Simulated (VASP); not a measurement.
# Cu: single point with PBEsol

Crystal: Cu.

```
Cu
1.0
     2.52318    0.00000    0.00000
    -1.26159    2.18514    0.00000
     0.00000    0.00000    8.21533
Cu
4
Direct
  0.66667 0.33333 0.75000
  0.00000 0.00000 0.50000
  0.33333 0.66667 0.25000
  0.00000 0.00000 0.00000
```

This isn't the form of Cu at room conditions, which is fcc.

```yaml
Program: VASP 6.6.1
Task: single point
Functional: PBEsol
Potentials_or_basis: VASP PAW PBE potentials, release 64 (Cu)
Cutoff: 520 eV
k_mesh: 12 × 12 × 4
Occupations: fermi-dirac, width 0.05 eV
Spin: no spin polarisation
```

```json
{
  "Pressure": "1.3 GPa",
  "Band gap on the k mesh": "zero (bands 22 and 23 overlap by 5.23 eV)"
}
```

Stress tensor (GPa, compression positive):
```
1.34 0.00 0.00
0.00 1.34 0.00
0.00 0.00 1.26
```

Levels at points of the mesh, in eV from the Fermi level:
```tsv
k point	band 20	band 21	band 22	band 23	band 24	band 25
(0.00, 0.00, 0.00)	-1.92	-1.92	-1.61	-1.61	-1.04	4.09
(0.50, 0.00, 0.00)	-1.45	-0.63	0.41	1.06	1.64	4.86
(0.00, 0.00, 0.50)	-2.22	-1.74	-1.74	-1.74	-1.74	7.27
(0.50, 0.00, 0.50)	-1.48	0.09	0.09	1.44	1.44	5.36
```

Wall time 110 s on 1 thread of Intel Xeon 8259CL, on a shared host, peak memory 0.2 GiB.

Caveat: the PAW data sets were made with another functional, which shifts forces and pressure a little.
